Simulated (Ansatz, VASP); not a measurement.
## AlN in VASP and in Ansatz

```xyz
4
Lattice="3.2420 0.0000 0.0000 -1.6210 2.8077 0.0000 0.0000 0.0000 4.0158" Properties=species:S:1:pos:R:3 pbc="T T T"
Al    0.0000    1.8718    3.0118
Al    1.6210    0.9359    1.0039
N     0.0000    1.8718    1.0039
N     1.6210    0.9359    3.0118
```

Alike in both runs: task single point; functional PBEsol; k mesh 9 × 9 × 6; occupations gaussian, width 0.05 eV; no spin polarisation.

```csv
,VASP,Ansatz
version,VASP 6.6.1,Ansatz 0.2.0
potentials or method,"VASP PAW PBE potentials, release 64 (Al, N), cutoff 520 eV","scalar-relativistic, plane waves, PAW"
valence electrons in the cell,16,16
```

```tsv
	VASP	Ansatz	Ansatz less VASP
gap on the k mesh at the Fermi level (eV)	3.85	3.83	-0.015
least direct gap on the mesh (eV)	3.85	3.83	-0.015
pressure (GPa)	16.2	16.1	-0.10
traceless stress, the component that is largest in VASP (GPa)	0.77	0.76	-0.013
```

VASP's potentials were made for PBE, not for PBEsol, and Ansatz warns of the same on its side.
